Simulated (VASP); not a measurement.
Set up this calculation in VASP 6.6.1, as the native input.

```yaml
Task: single point
Functional: PBE
Potentials_or_basis: VASP PAW PBE potentials, release 64 (B, N)
Cutoff: 520 eV
k_mesh: 6 × 6 × 6
Occupations: gaussian, width 0.1 eV
Spin: no spin polarisation
Dipole_correction: no
Further_INCAR_settings: ALGO = Normal; EDIFF = 1e-06; NBANDS = 36
```

The structure of B6N lies in POSCAR:

```
B6N
1.0
    2.7209486504      1.5709404358      4.0763222072
   -2.7209486504      1.5709404358      4.0763222072
    0.0000000000     -3.1418808715      4.0763222072
B N
12 2
Direct
    0.6709732978      0.2033607396      0.2033607396
    0.2033607396      0.2033607396      0.6709732978
    0.2033607396      0.6709732978      0.2033607396
    0.0010310735      0.3352425619      0.0010310735
    0.0010310735      0.0010310735      0.3352425619
    0.3352425619      0.0010310735      0.0010310735
    0.7966392604      0.3290267022      0.7966392604
    0.3290267022      0.7966392604      0.7966392604
    0.7966392604      0.7966392604      0.3290267022
    0.6647574381      0.9989689265      0.9989689265
    0.9989689265      0.6647574381      0.9989689265
    0.9989689265      0.9989689265      0.6647574381
    0.3729136453      0.3729136453      0.3729136453
    0.6270863547      0.6270863547      0.6270863547
```

These files were run (other wordings do the same):

INCAR

```
  PREC = Accurate
  ENCUT = 520
  EDIFF = 1E-6
  ISMEAR = 0
  SIGMA = 0.1
  LREAL = False
  LASPH = True
  NELM = 100
  ALGO = Normal
  ISIF = 2
  LWAVE = False
  LCHARG = False
  GGA = PE
  NBANDS = 36
```

KPOINTS

```
regular mesh
0
Gamma
  6 6 6
```

Potentials or basis: VASP PAW PBE potentials, release 64 (B, N).

The run is started by

```console
$ cat potpaw_PBE.64/B/POTCAR potpaw_PBE.64/N/POTCAR > POTCAR
$ mpirun -np 1 vasp_std > vasp.out
```

It gave:

| Quantity | Value |
| --- | --- |
| Pressure | 0.0 GPa |
| Largest force | 0.008 eV/Å |
| Band gap on the k mesh | zero (bands 23 and 24 overlap by 0.38 eV) |

Caveat: semilocal functionals underestimate gaps, so a narrow gap can read as zero.

Run time: 60 s on 1 thread of Intel(R) Xeon(R) 6975P-C (Granite Rapids), on a shared host, peak memory 0.27 GiB.
